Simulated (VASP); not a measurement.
A run of VASP 6.6.1:

Contents of INCAR:

```
SYSTEM = Al16HNO23
  PREC = Accurate
  ENCUT = 520
  EDIFF = 1E-6
  ISMEAR = 0
  SIGMA = 0.01
  LREAL = Auto
  LASPH = .True.
  NELM = 100
  ALGO = Normal
  ISIF = 2
  LWAVE = .False.
  LCHARG = .True.
  GGA = PE
  LELF = .True.
  LVHAR = .True.
  NBANDS = 122
```

File KPOINTS:

```
Automatic mesh
0
Gamma
  1 1 1
  0.25 0.25 0.25
```

File POSCAR:

```
Al16HNO23
1.0
    2.4039417600      1.3879164200      4.3742070900
   -4.8078835200      2.7758328500      8.7484141900
    0.0000000000     -5.5516656900      8.7484141900
Al O N H
16 23 1 1
Direct
    0.6459662444      0.3274808233      0.3251681932
    0.8589478029      0.4283788489      0.4238213500
    0.1497671668      0.0767680286      0.0749786657
    0.3497289165      0.1791464198      0.1779631994
    0.6607510232      0.3249316660      0.8314708371
    0.8519280105      0.4317066758      0.9293337125
    0.1448489815      0.0751855105      0.5755346563
    0.3512509744      0.1762554260      0.6751622168
    0.6427347120      0.8267127099      0.3256834638
    0.8463158691      0.9321654324      0.4252877168
    0.1458107711      0.5782301672      0.0752724792
    0.3496124544      0.6803724894      0.1762166659
    0.6449630895      0.8279827465      0.8252481009
    0.8516728115      0.9287420477      0.9271066871
    0.1400508668      0.5852091827      0.5677363304
    0.3460098979      0.6737288217      0.6810436023
    0.4415945115      0.0309051367      0.3759168531
    0.9425270179      0.1289486369      0.2783397784
    0.0557787788      0.3783683841      0.2232195382
    0.7510647149      0.2248414963      0.0309662307
    0.2540952153      0.2778522298      0.4718431142
    0.5550447773      0.4754983605      0.1268304517
    0.4432427276      0.0320911660      0.8751386953
    0.9458689444      0.1261126827      0.7808308141
    0.0611563018      0.3773374069      0.7234441824
    0.7498556512      0.2219968040      0.5282817040
    0.2516230930      0.2815217469      0.9743547151
    0.4389987850      0.5316368651      0.3737340609
    0.9412525323      0.6291945722      0.2775216549
    0.0529592956      0.8788934284      0.2229088558
    0.7480947235      0.7258157209      0.0290351468
    0.2413890472      0.7838664838      0.4713681019
    0.5546622432      0.9753265056      0.1258917510
    0.4440823635      0.5312201519      0.8792421283
    0.9353900315      0.6303486852      0.7802087960
    0.0546786183      0.8766972862      0.7234703869
    0.7411847600      0.7243688645      0.5288660374
    0.2479296380      0.7818546328      0.9735695561
    0.5538137316      0.9734470854      0.6262227787
    0.5571545697      0.4666153528      0.6291242927
    0.4496143346      0.3793973181      0.6870374977
```

Potentials or basis: VASP PAW PBE potentials, release 64 (Al, O, N, H).

Command:

```console
$ cat potpaw_PBE.64/Al/POTCAR potpaw_PBE.64/O/POTCAR potpaw_PBE.64/N/POTCAR potpaw_PBE.64/H/POTCAR > POTCAR
$ mpirun -np 1 vasp_std > vasp.out
```

Hardware: 1 thread of AMD EPYC 7R43 64-Core Processor (Zen 3) (shared host).

Task: Estimate the wall time of this run.

Result: Wall time 2.5 min on 1 thread of AMD EPYC 7R43 64-Core Processor (Zen 3) (shared host), peak memory 0.51 GiB. Counts: scf iterations 15, k points 1.
